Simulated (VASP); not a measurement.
# Hf2S (P6_3/mmc) in VASP: further runs

The runs below take Hf2S through single point, relaxation of shape and atoms at fixed volume, with PBEsol.

Program: VASP 6.6.1. These are calculated values, not measurements. Logs are shortened: lines on timing, memory, paths and dates and some standing lists are left out, and cuts for length are marked.

### Step 1. The cell of the first run

It takes space group P6_3/mmc (No. 194, hexagonal). The conventional cell has a = 3.366 Å, b = 3.366 Å, c = 11.760 Å, α = 90.00°, β = 90.00°, γ = 120.00°. Hf (site symmetry 3m) has 3 S at 2.61 Å and 9 Hf at 3.08 to 3.37 Å within 3.4 Å. Within 3.4 Å of S (site symmetry -6m2) lie 6 Hf at 2.61 Å and 6 S at 3.37 Å.

### Step 2. Single point, PBEsol (volume scaled by 1.02, then relaxed in part)

Contents of INCAR:

```
PREC = Accurate
ENCUT = 520
EDIFF = 1E-6
ISMEAR = -1
SIGMA = 0.15
LREAL = False
LASPH = True
NELM = 60
ALGO = Normal
ISIF = 2
LWAVE = False
LCHARG = True
GGA = PS
LELF = True
LVHAR = True
NBANDS = 35
```

Contents of KPOINTS:

```
Automatic mesh
0
Gamma
  12 12 4
```

Contents of POSCAR:

```
Hf2S
1.0
    3.3660844985      0.0000000000      0.0000000000
   -1.6830422492      2.9151146870      0.0000000000
    0.0000000000      0.0000000000     11.7601220325
Hf S
4 2
Direct
    0.6666666667      0.3333333333      0.8986270669
    0.3333333333      0.6666666667      0.3986270669
    0.6666666667      0.3333333333      0.6013729331
    0.3333333333      0.6666666667      0.1013729331
    0.0000000000      0.0000000000      0.7500000000
    0.0000000000      0.0000000000      0.2500000000
```

Potentials or basis: VASP PAW PBE potentials, release 64 (Hf_pv, S).

The run is started by

```
$ cat potpaw_PBE.64/Hf_pv/POTCAR potpaw_PBE.64/S/POTCAR > POTCAR
$ mpirun -np 1 vasp_std > vasp.out
```

OUTCAR:

```text
PREC = Accurate
   ENCUT = 520
   EDIFF = 1E-6
   ISMEAR = -1
   LREAL = False
   LASPH = True
   NELM = 60
   ISIF = 2
   GGA = PS

 ion  position               nearest neighbor table
   1  0.667  0.333  0.899-   5 2.61   5 2.61   5 2.61   4 3.08   4 3.08   4 3.08   3 3.50
   2  0.333  0.667  0.399-   6 2.61   6 2.61   6 2.61   3 3.08   3 3.08   3 3.08   4 3.50
   3  0.667  0.333  0.601-   5 2.61   5 2.61   5 2.61   2 3.08   2 3.08   2 3.08   1 3.50
   4  0.333  0.667  0.101-   6 2.61   6 2.61   6 2.61   1 3.08   1 3.08   1 3.08   2 3.50
   5  0.000  0.000  0.750-   1 2.61   3 2.61   1 2.61   3 2.61   1 2.61   3 2.61
   6  0.000  0.000  0.250-   2 2.61   4 2.61   2 2.61   4 2.61   2 2.61   4 2.61

  LATTYP: Found a hexagonal cell.
 ALAT       =     3.3660844985
 C/A-ratio  =     3.4937096908

  Lattice vectors:

 A1 = (   3.3660844985,   0.0000000000,   0.0000000000)
 A2 = (  -1.6830422492,   2.9151146870,   0.0000000000)
 A3 = (   0.0000000000,   0.0000000000,  11.7601220325)

Analysis of symmetry for initial positions (statically):
=====================================================================
 Subroutine PRICEL returns:
 Original cell was already a primitive cell.

 Routine SETGRP: Setting up the symmetry group for a
 hexagonal supercell.

 Subroutine GETGRP returns: Found 24 space group operations
 (whereof 12 operations were pure point group operations)
 out of a pool of 24 trial point group operations.

The static configuration has the point symmetry D_3d.
 The point group associated with its full space group is D_6h.

Analysis of symmetry for dynamics (positions and initial velocities):
=====================================================================
 Subroutine PRICEL returns:
 Original cell was already a primitive cell.

 Routine SETGRP: Setting up the symmetry group for a
 hexagonal supercell.

 Subroutine GETGRP returns: Found 24 space group operations
 (whereof 12 operations were pure point group operations)
 out of a pool of 24 trial point group operations.

The dynamic configuration has the point symmetry D_3d.
 The point group associated with its full space group is D_6h.

 Subroutine INISYM returns: Found 24 space group operations
 (whereof 12 operations are pure point group operations),
 and found     1 'primitive' translations

----------------------------------------------------------------------------------------

                                     Primitive cell

  volume of cell :     115.3965

  direct lattice vectors                    reciprocal lattice vectors
     3.366084498  0.000000000  0.000000000     0.297081075  0.171519838  0.000000000
    -1.683042249  2.915114687  0.000000000     0.000000000  0.343039677  0.000000000
     0.000000000  0.000000000 11.760122032     0.000000000  0.000000000  0.085033131

  length of vectors
     3.366084498  3.366084498 11.760122032     0.343039677  0.343039677  0.085033131

  position of ions in fractional coordinates (direct lattice)
     0.666666667  0.333333333  0.898627067
     0.333333333  0.666666667  0.398627067
     0.666666667  0.333333333  0.601372933
     0.333333333  0.666666667  0.101372933
     0.000000000  0.000000000  0.750000000
     0.000000000  0.000000000  0.250000000

  ion indices of the primitive-cell ions
   primitive index   ion index
                 1           1
                 2           2
                 3           3
                 4           4
                 5           5
                 6           6

----------------------------------------------------------------------------------------

 KPOINTS: Automatic mesh

Automatic generation of k-mesh.
 Grid dimensions read from file:
 generate k-points for:   12   12    4

 Generating k-lattice:

  Cartesian coordinates                     Fractional coordinates (reciprocal lattice)
     0.024756756  0.014293320  0.000000000     0.083333333  0.000000000  0.000000000
     0.000000000  0.028586640  0.000000000     0.000000000  0.083333333  0.000000000
     0.000000000  0.000000000  0.021258283     0.000000000  0.000000000  0.250000000

  Length of vectors
     0.028586640  0.028586640  0.021258283

  Shift w.r.t. Gamma in fractional coordinates (k-lattice)
     0.000000000  0.000000000  0.000000000

 Subroutine IBZKPT returns following result:
 ===========================================

 Found     57 irreducible k-points:

 Following reciprocal coordinates:
            Coordinates               Weight
  0.000000  0.000000  0.000000      1.000000
  0.083333  0.000000  0.000000      6.000000
  0.166667  0.000000  0.000000      6.000000
  0.250000  0.000000  0.000000      6.000000
  0.333333  0.000000  0.000000      6.000000
  0.416667  0.000000  0.000000      6.000000
[... 16 lines left out ...]
  0.250000  0.000000  0.250000     12.000000
  0.333333  0.000000  0.250000     12.000000
 [... further k-points ...]
   k-points           NKPTS =     57   k-points in BZ     NKDIM =     57   number of bands    NBANDS=     35
   number of dos      NEDOS =    301   number of ions     NIONS =      6
   total plane-waves  NPLWV =  70560
   dimension x,y,z NGX =    28 NGY =   28 NGZ =   90
   dimension x,y,z NGXF=    56 NGYF=   56 NGZF=  180
   ions per type =               4   2
   NGX,Y,Z   is equivalent  to a cutoff of  13.83, 13.83, 12.72 a.u.
   NGXF,Y,Z  is equivalent  to a cutoff of  27.66, 27.66, 25.45 a.u.
 SYSTEM =  unknown system
   PREC   = accura    normal or accurate (medium, high low for compatibility)
   ISTART =      0    job   : 0-new  1-cont  2-samecut
   ICHARG =      2    charge: 1-file 2-atom 10-const
   ISPIN  =      1    spin polarized calculation?
   LNONCOLLINEAR =      F non collinear calculations
   LSORBIT =      F    spin-orbit coupling
   LASPH  =      T    aspherical Exc in radial PAW
   ENCUT  =  520.0 eV  38.22 Ry    6.18 a.u.   6.26  6.26 21.87*2*pi/ulx,y,z
   NELM   =     60;   NELMIN=  2; NELMDL= -5     # of ELM steps
   EDIFF  = 0.1E-05   stopping-criterion for ELM
   LREAL  =      F    real-space projection
   EDIFFG = 0.1E-04   stopping-criterion for IOM
   NSW    =      0    number of steps for IOM
   IBRION =     -1    ionic relax: 0-MD 1-quasi-New 2-CG
   NFREE  =      0    steps in history (QN), initial steepest desc. (CG)
   ISIF   =      2    stress and relaxation
   ISYM   =      2    0-nonsym 1-usesym 2-fastsym
   POTIM  = 0.5000    time-step for ionic-motion
   TEBEG  =    0.0;   TEEND  =   0.0 temperature during run
   PSTRESS=    0.0 pullay stress
   NELECT =      52.0000    total number of electrons
   NUPDOWN=      -1.0000    fix difference up-down
   EMIN   =  10.00;   EMAX   =-10.00  energy-range for DOS
   EFERMI =   0.00;   METHOD = LEGACY
   ISMEAR =    -1;   SIGMA  =   0.15  broadening in eV -4-tet -1-fermi 0-gaus
   EFERMI_NEDOS =   21; number of points for ismear=-14 and -15
   IALGO  =     38    algorithm
   IMIX   =      4    mixing-type and parameters
     AMIX     =   0.40;   BMIX     =  1.00
     AMIX_MAG =   1.60;   BMIX_MAG =  1.00
  volume/ion in A,a.u.               =      19.23       129.79
  Fermi-wavevector in a.u.,A,eV,Ry     =   1.255100  2.371796 21.432943  1.575277
  Thomas-Fermi vector in A             =   2.388873
   LORBIT       =      0    0 simple, 1 ext, 2 COOP (PROOUT), +10 PAW based schemes
   GGA     = PS    functional components
   LHFCALC =     F    Hartree Fock is set to
   AEXX    =    0.0000 exact exchange contribution
   IVDW    =     0    specifies the selected vdW correction
   LEPSILON=     F    determine dielectric tensor
   LRPA    =     F    only Hartree local field effects (RPA)
 non-spin polarized calculation
  energy-cutoff  :      520.00
  volume of cell :      115.40
 maximum number of plane-waves:      3132
 NGX is ok and might be reduce to    28
   NGX = 13   NGY = 13   NGZ = 43

 number of electron      52.0000004 magnetization

 Free energy of the ion-electron system (eV)
  ---------------------------------------------------
  ext. energy  EPLUGINS =         0.00000000
  ---------------------------------------------------
  free energy    TOTEN  =       -57.52720540 eV

  energy without entropy =      -57.32296302  energy(sigma->0) =      -57.42508421

 E-fermi :   6.2405     XC(G=0): -11.5151

 val. band max:        6.2386632500   @ k =   0.3333   0.0000   0.2500
 cond. band min:       6.2593365204   @ k =   0.1667   0.0000   0.0000
 fundamental gap:      0.0206732704
 Fermi energy:         6.2404794882

 k-point     1 :       0.0000    0.0000    0.0000
  band No.  band energies     occupation
      1     -24.9391      2.00000
      2     -24.8160      2.00000
      3     -24.5083      2.00000
      4     -24.4110      2.00000
      5     -24.4110      2.00000
      6     -24.4012      2.00000
[... 27 lines left out ...]
     34       8.8064      0.00000
     35       9.1689      0.00000

 k-point     2 :       0.0833    0.0000    0.0000
  band No.  band energies     occupation
      1     -24.9291      2.00000
      2     -24.8084      2.00000
      3     -24.5327      2.00000
      4     -24.4494      2.00000
      5     -24.4190      2.00000
      6     -24.4125      2.00000
[... 27 lines left out ...]
     34       8.8457      0.00000
     35       8.8606      0.00000

 k-point     3 :       0.1667    0.0000    0.0000
  band No.  band energies     occupation
      1     -24.9019      2.00000
      2     -24.7888      2.00000
      3     -24.5964      2.00000
      4     -24.5323      2.00000
      5     -24.4403      2.00000
      6     -24.4301      2.00000
[... 27 lines left out ...]
     34       8.8222      0.00000
     35       8.8245      0.00000
[... 723 lines left out ...]
 k-point    23 :       0.2500    0.0000    0.2500
  band No.  band energies     occupation
      1     -24.8565      2.00000
      2     -24.7890      2.00000
      3     -24.6685      2.00000
      4     -24.6341      2.00000
      5     -24.4939      2.00000
      6     -24.4686      2.00000
[... 27 lines left out ...]
     34       9.0058      0.00000
     35       9.2050      0.00000

 k-point    24 :       0.3333    0.0000    0.2500
  band No.  band energies     occupation
      1     -24.8354      2.00000
      2     -24.7847      2.00000
      3     -24.7508      2.00000
      4     -24.7232      2.00000
      5     -24.5510      2.00000
      6     -24.5148      2.00000
[... 27 lines left out ...]
     34       9.3515      0.00000
     35       9.7761      0.00000

 [... further k-points ...]

------------------------ aborting loop because EDIFF is reached ----------------------------------------

  FORCE on cell =-STRESS in cart. coord.  units (eV):
  Direction    XX          YY          ZZ          XY          YZ          ZX
  --------------------------------------------------------------------------------------
  -------------------------------------------------------------------------------------
  Total       -2.2498942     -2.2498942     -2.2419723     -0.0000000      0.0000000      0.0000000
  in kB      -31.2377824    -31.2377824    -31.1277935     -0.0000000      0.0000000      0.0000000
  external PRESSURE =     -31.2011195 kB  Pullay stress =       0.0000000 kB

 VOLUME and BASIS-vectors are now :
 -----------------------------------------------------------------------------
  energy-cutoff  :      520.00
  volume of cell :      115.40
      direct lattice vectors                 reciprocal lattice vectors
     3.366084498  0.000000000  0.000000000     0.297081075  0.171519838  0.000000000
    -1.683042249  2.915114687  0.000000000     0.000000000  0.343039677  0.000000000
     0.000000000  0.000000000 11.760122032     0.000000000  0.000000000  0.085033131

 POSITION                                       TOTAL-FORCE (eV/Angst)
 -----------------------------------------------------------------------------------
      1.68304      0.97170     10.56796        -0.000000      0.000000     -0.005940
     -0.00000      1.94341      4.68790         0.000000     -0.000000     -0.005940
      1.68304      0.97170      7.07222        -0.000000      0.000000      0.005940
     -0.00000      1.94341      1.19216         0.000000      0.000000      0.005940
      0.00000      0.00000      8.82009        -0.000000      0.000000     -0.000000
      0.00000      0.00000      2.94003         0.000000      0.000000     -0.000000
 -----------------------------------------------------------------------------------
    total drift:                                0.000000     -0.000000      0.000000

  FREE ENERGIE OF THE ION-ELECTRON SYSTEM (eV)
  ---------------------------------------------------
  free  energy   TOTEN  =       -57.5272053957 eV

  energy  without entropy=      -57.3229630222  energy(sigma->0) =      -57.42508421
```

Run time: 3.7 min. Hardware: 1 thread of Intel Xeon 6975P-C, shared host; peak memory 0.36 GiB.

What came out:

```
Free energy            : -57.5272 eV
Pressure               : -3.1 GPa
Largest force          : 0.006 eV/Å
Band gap on the k mesh : zero (band 26 reaches 6.77 eV, above the bottom of band 27 at 5.75 eV)
```

Forces on the atoms (eV/Å):
```
Hf   0.000  0.000 -0.006
Hf   0.000  0.000 -0.006
Hf   0.000  0.000  0.006
Hf   0.000  0.000  0.006
S    0.000  0.000  0.000
S    0.000  0.000  0.000
```

Levels at points of the mesh, in eV from the Fermi level:
```csv
k point,band 23,band 24,band 25,band 26,band 27,band 28,band 29,band 30
"(0.00, 0.00, 0.00)",-1.54,-0.09,-0.03,0.53,0.53,0.61,0.61,0.89
"(0.50, 0.00, 0.00)",-1.73,-1.28,-1.16,-0.68,-0.49,0.94,1.01,2.62
"(0.00, 0.00, 0.50)",-1.13,-1.13,0.46,0.46,0.46,0.46,1.41,1.41
"(0.50, 0.00, 0.50)",-1.70,-1.70,-0.95,-0.95,0.33,0.33,1.49,1.49
```

Caveat: the cell differs from its parent crystal (volume scaled by 1.02, then relaxed in part); the PAW data sets were made with another functional, which shifts forces and pressure a little; spin-orbit coupling is left out, which moves the levels of the heavy elements.

### Step 3. Relaxation of shape and atoms at fixed volume, PBEsol (volume scaled by 0.98)

Contents of INCAR:

```
PREC     = Accurate       # precision mode
ENCUT    = 600            # plane-wave cutoff, eV
EDIFF    = 1E-6           # SCF threshold, eV
ISMEAR   = -1             # smearing method
SIGMA    = 0.15           # smearing width, eV
LREAL    = False          # projectors in reciprocal space
LASPH    = True           # aspherical terms in the spheres
NELM     = 60             # most SCF steps
ALGO     = Normal         # electronic algorithm
ISIF     = 4              # what is computed and relaxed
LWAVE    = False          # write WAVECAR
LCHARG   = False          # write CHGCAR
GGA      = PS             # functional
IBRION   = 2              # ionic algorithm
NSW      = 80             # ionic steps
EDIFFG   = -0.001         # ionic threshold
```

KPOINTS is that of step 2.

Contents of POSCAR:

```
Hf2S
1.0
    3.3177493187      0.0000000000      0.0000000000
   -1.6588746593      2.8732551934      0.0000000000
    0.0000000000      0.0000000000     11.6305599074
Hf S
4 2
Direct
    0.6666666667      0.3333333333      0.8987137174
    0.3333333333      0.6666666667      0.3987137174
    0.6666666667      0.3333333333      0.6012862826
    0.3333333333      0.6666666667      0.1012862826
    0.0000000000      0.0000000000      0.7500000000
    0.0000000000      0.0000000000      0.2500000000
```

Potentials or basis: VASP PAW PBE potentials, release 64 (Hf_pv, S).

The run is started by

```
$ cat potpaw_PBE.64/Hf_pv/POTCAR potpaw_PBE.64/S/POTCAR > POTCAR
$ mpirun -np 1 vasp_std > vasp.out
```

Run time: 8.4 min. Hardware: 1 thread of Intel Xeon 6975P-C, shared host; peak memory 0.4 GiB.

Results (log left out):

| Property | Result |
| --- | --- |
| Free energy | -57.5386 eV |
| Energy gained by relaxing | 0.1 meV/atom |
| Ionic steps | 5 |
| Pressure after relaxing | 2.5 GPa |
| Band gap on the k mesh | zero (band 26 reaches 7.12 eV, above the bottom of band 27 at 6.07 eV) |

The path:
```csv
step,energy change (eV),largest force (eV/Å),pressure (GPa),volume (Å³)
1,0.0000,0.0064,2.62,110.87
2,-0.0005,0.0096,2.55,110.87
3,-0.0005,0.0100,2.54,110.87
4,-0.0005,0.0021,2.54,110.87
5,-0.0005,0.0002,2.54,110.87
```

Final structure:
```cif
data_structure
_symmetry_space_group_name_H-M 'P 1'
_symmetry_Int_Tables_number 1
_cell_length_a 3.3136
_cell_length_b 3.3136
_cell_length_c 11.6597
_cell_angle_alpha 90.000
_cell_angle_beta 90.000
_cell_angle_gamma 120.000
_cell_volume 110.87
loop_
_atom_site_label
_atom_site_type_symbol
_atom_site_fract_x
_atom_site_fract_y
_atom_site_fract_z
_atom_site_occupancy
Hf1 Hf 0.66667 0.33333 0.89880 1
Hf2 Hf 0.33333 0.66667 0.39880 1
Hf3 Hf 0.66667 0.33333 0.60120 1
Hf4 Hf 0.33333 0.66667 0.10120 1
S1 S 0.00000 0.00000 0.75000 1
S2 S 0.00000 0.00000 0.25000 1
```

Levels at points of the mesh, in eV from the Fermi level:
| k point | band 22 | band 23 | band 24 | band 25 | band 26 | band 27 | band 28 | band 29 | band 30 | band 31 |
| --- | --- | --- | --- | --- | --- | --- | --- | --- | --- | --- |
| (0.00, 0.00, 0.00) | -3.12 | -1.47 | -0.08 | -0.06 | 0.57 | 0.57 | 0.64 | 0.64 | 0.95 | 0.95 |
| (0.50, 0.00, 0.00) | -2.48 | -1.69 | -1.30 | -1.13 | -0.64 | -0.49 | 0.98 | 1.03 | 2.80 | 3.43 |
| (0.00, 0.00, 0.50) | -3.28 | -1.13 | -1.13 | 0.50 | 0.50 | 0.50 | 0.50 | 1.45 | 1.45 | 1.73 |
| (0.50, 0.00, 0.50) | -2.39 | -1.75 | -1.75 | -0.88 | -0.88 | 0.34 | 0.34 | 1.57 | 1.57 | 4.09 |

Caveat: the cell differs from its parent crystal (volume scaled by 0.98); the PAW data sets were made with another functional, which shifts forces and pressure a little; spin-orbit coupling is left out, which moves the levels of the heavy elements.

(Part 1 of 2 ends here.)
